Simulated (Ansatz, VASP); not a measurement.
## Two plane-wave programs on AlGa2P3

POSCAR

```
AlGa2P3
1.0
    3.8613787625      0.0000000000      0.0000000000
   -1.9306893812      3.3440521019      0.0000000000
    0.0000000000      0.0000000000      9.4588095677
Al Ga P
1 2 3
Direct
    0.0000000000      0.0000000000     -0.0003012043
    0.6666666667      0.3333333333      0.6662995628
    0.3333333333      0.6666666667      0.3338614991
    0.6666666667      0.3333333333      0.9166244678
    0.3333333333      0.6666666667      0.5832781657
    0.0000000000      0.0000000000      0.2502375087
```

Contents of INCAR.step1:

```
ALGO = Normal
EDIFF = 1E-5
ENCUT = 550
GGA = PE
GGA_COMPAT = False
ISMEAR = 0
LASPH = True
LCHARG = False
LREAL = False
LWAVE = True
NBANDS = 31
NELM = 120
PREC = Accurate
SIGMA = 0.01
```

File INCAR.step2:

```
ALGO = Normal
EDIFF = 1E-6
ENCUT = 550
GGA_COMPAT = False
ISIF = 2
ISMEAR = 0
ISTART = 1
LASPH = True
LCHARG = False
LMIXTAU = True
LREAL = False
LWAVE = False
METAGGA = R2SCAN
NBANDS = 31
NELM = 120
PREC = Accurate
SIGMA = 0.01
```

Contents of KPOINTS:

```
k-points
0
Gamma
  6 6 2
```

Input for Ansatz:

```yaml
crystal:
  lattice:
    - [3.8613787625, 0.0, 0.0]
    - [-1.9306893812, 3.3440521019, 0.0]
    - [0.0, 0.0, 9.4588095677]
  atoms:
    - { symbol: Al, position: [0.0, 0.0, -0.0003012043] }
    - { symbol: Ga, position: [0.6666666667, 0.3333333333, 0.6662995628] }
    - { symbol: Ga, position: [0.3333333333, 0.6666666667, 0.3338614991] }
    - { symbol: P, position: [0.6666666667, 0.3333333333, 0.9166244678] }
    - { symbol: P, position: [0.3333333333, 0.6666666667, 0.5832781657] }
    - { symbol: P, position: [0.0, 0.0, 0.2502375087] }
kpoints:
  mp_grid: { grid: [6, 6, 2] }
hamiltonian:
  xc: r2scan
scf:
  occupations: { method: fixed }
  n_extra_bands: 5
output:
  forces: true
  stress: true
  eigenvalues: true
```

Alike in both runs: task single point; functional r2SCAN; k mesh 6 × 6 × 2; no spin polarisation.

```csv
,VASP,Ansatz
version,VASP 6.6.1,Ansatz 0.2.0
potentials or method,"VASP PAW PBE potentials, release 64 (Al, Ga_d, P)","plane waves, PAW"
plane-wave cutoff (eV),550,500
occupations,"gaussian, width 0.01 eV",fixed
valence electrons in the cell,44,44
```

Ansatz gave:

| Item | Value |
| --- | --- |
| gap on the k mesh at the Fermi level (eV) | 1.88 |
| pressure (GPa) | 0.0 |
| traceless stress, the component that is largest in VASP (GPa) | -0.12 |
| rms of the force components (eV/Å) | 0.002 |

Problem. Estimate VASP's values.

Solution. gap on the k mesh at the Fermi level (eV): 1.88; pressure (GPa): -0.1; traceless stress, the component that is largest in VASP (GPa): -0.09; rms of the force components (eV/Å): 0.008.

VASP's potentials were made for PBE, not for r2SCAN. Atom by atom the forces differ by 0.008 eV/Å (rms over components).
